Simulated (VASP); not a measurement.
A run of VASP 6.6.1 is set up as follows.

INCAR

```
SYSTEM = SnO2
  PREC = Accurate
  ENCUT = 600
  EDIFF = 1E-7
  ISMEAR = -1
  SIGMA = 0.05
  LREAL = .FALSE.
  LASPH = .TRUE.
  NELM = 60
  ALGO = Normal
  ISIF = 3
  LWAVE = .FALSE.
  LCHARG = .FALSE.
  GGA = RP
  IVDW = 12
  IBRION = 2
  NSW = 60
  EDIFFG = -0.01
  KPAR = 2
```

The input KPOINTS:

```
regular mesh
0
G
  6 6 6
  0 0 0
```

POSCAR

```
SnO2
1.0
   -3.2488970000      3.4144700000      3.4140210000
    3.2488970000     -3.4144700000      3.4140210000
    3.2488970000      3.4144700000     -3.4140210000
Sn O
4 8
Direct
    0.5000000000      0.0000000000      0.0000000000
    0.5000000000      0.5000000000      0.5000000000
    0.0035990000      0.7535990000      0.2500000000
    0.9964010000      0.2464010000      0.7500000000
    0.8064960000      0.8037740000      0.4972780000
    0.8064960000      0.3092180000      0.0027220000
    0.3024350000      0.2459400000      0.0564950000
    0.6894450000      0.2459400000      0.4435050000
    0.3105550000      0.7540600000      0.5564950000
    0.1935040000      0.6907820000      0.9972780000
    0.6975650000      0.7540600000      0.9435050000
    0.1935040000      0.1962260000      0.5027220000
```

Potentials or basis: VASP PAW PBE potentials, release 64 (Sn_d, O).

Run with:

```sh
$ cat potpaw_PBE.64/Sn_d/POTCAR potpaw_PBE.64/O/POTCAR > POTCAR
$ mpirun -np 2 vasp_std > vasp.out
```

(1) What does it give for the relaxed volume?

(2) What does it give for the relaxed cell?

(3) What does it give for the space group after relaxing (to 0.1 Å)?

(4) What does it give for the dispersion energy per atom?

## Answers

(1) 11.89 Å³/atom.

(2) a = 5.704 Å, b = 5.704 Å, c = 5.704 Å, α = 111.77°, β = 108.33°, γ = 108.33°.

(3) P4_2/mnm (No. 136).

(4) -0.909 eV.

Caveat: the PAW data sets were made with another functional, which shifts forces and pressure a little.
